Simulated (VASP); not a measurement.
C:

```xyz
8
Lattice="3.5603 0.0000 0.0000 0.0000 -3.5603 0.0000 0.0000 0.0000 -3.5603" Properties=species:S:1:pos:R:3 pbc="T T T"
C     1.7801    0.0000    0.0000
C     0.0000   -1.7801    0.0000
C     0.0000    0.0000   -1.7801
C     1.7801   -1.7801   -1.7801
C     2.6702   -2.6702   -2.6702
C     0.8901   -0.8901   -2.6702
C     0.8901   -2.6702   -0.8901
C     2.6702   -0.8901   -0.8901
```

Base run:

| Item | Value |
| --- | --- |
| Program | VASP 6.6.1 |
| Functional | r2SCAN |
| Potentials or basis | VASP PAW PBE potentials, release 64 (C) |
| Cutoff | 520 eV |
| k mesh | 6 × 6 × 6 |
| Occupations | gaussian, width 0.05 eV |
| Spin | no spin polarisation |

Its results: band gap on the k mesh 4.36 eV; pressure 1.1 GPa.

**Question.** The run is repeated on the same cell with these changes: potentials or basis from VASP PAW PBE potentials, release 64 (C) to VASP PAW PBE potentials, release 64 (C_h); cutoff from 520 eV to 910 eV; further incar settings from ALGO = Normal; EDIFF = 1e-07; NBANDS = 26 to ALGO = Normal; EDIFF = 1e-06; NBANDS = 26. What comes out?

**Answer.** Band gap on the k mesh 4.39 eV; pressure -0.9 GPa.

Caveats: the PAW data sets were made with another functional, which shifts forces and pressure a little; the cutoff is under 1.25 times the usual one of these potentials, so pressure, stress and relaxed cells hold a basis-set (Pulay) error (some runs).

A k mesh can miss the band edges.
